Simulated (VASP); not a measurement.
# Tl: single point with PBE+D3(BJ)

Tl:

```xyz
1
Lattice="-1.8439 1.8439 2.0381 1.8439 -1.8439 2.0381 1.8439 1.8439 -2.0381" Properties=species:S:1:pos:R:3 pbc="T T T"
Tl    0.0000    0.0000    0.0000
```

This cell differs from its parent crystal: strain -0.050 along x and y, +0.050 along z.

- Program: VASP 6.6.1
- Task: single point
- Functional: PBE
- Dispersion: D3(BJ)
- Potentials or basis: VASP PAW PBE potentials, release 64 (Tl_d)
- Cutoff: 520 eV
- k mesh: 18 × 18 × 18
- Occupations: gaussian, width 0.15 eV
- Spin: no spin polarisation

- Pressure: 2.4 GPa
- Band gap on the k mesh: zero (an odd number of electrons rules out a gap without spin polarisation)
- Dispersion energy per atom: -0.354 eV

Stress tensor (GPa, compression positive):
```
2.67 0.00 0.00
0.00 2.67 0.00
0.00 0.00 1.98
```

Levels at points of the mesh, in eV from the Fermi level:
```tsv
k point	band 2	band 3	band 4	band 5	band 6	band 7	band 8	band 9	band 10	band 11
(0.00, 0.00, 0.00)	-11.77	-11.64	-11.36	-11.24	-10.28	10.68	11.06	11.06	11.69	13.36
(0.50, 0.00, 0.00)	-11.88	-11.41	-11.24	-10.99	-5.17	-2.97	6.50	7.84	11.03	12.06
(0.50, 0.50, 0.00)	-11.94	-11.22	-11.22	-10.96	-4.60	-2.64	5.15	6.19	9.31	10.60
(0.50, 0.50, 0.50)	-11.97	-11.08	-11.03	-11.03	-1.64	0.21	2.11	2.11	6.34	7.25
```

Run time: 83 s on 1 thread of AMD EPYC 9R45 96-Core Processor (Zen 5), on a shared host, peak memory 0.25 GiB.

Caveat: the cell differs from its parent crystal (strain -0.050 along x and y, +0.050 along z); spin-orbit coupling is left out, which moves the levels of the heavy elements.
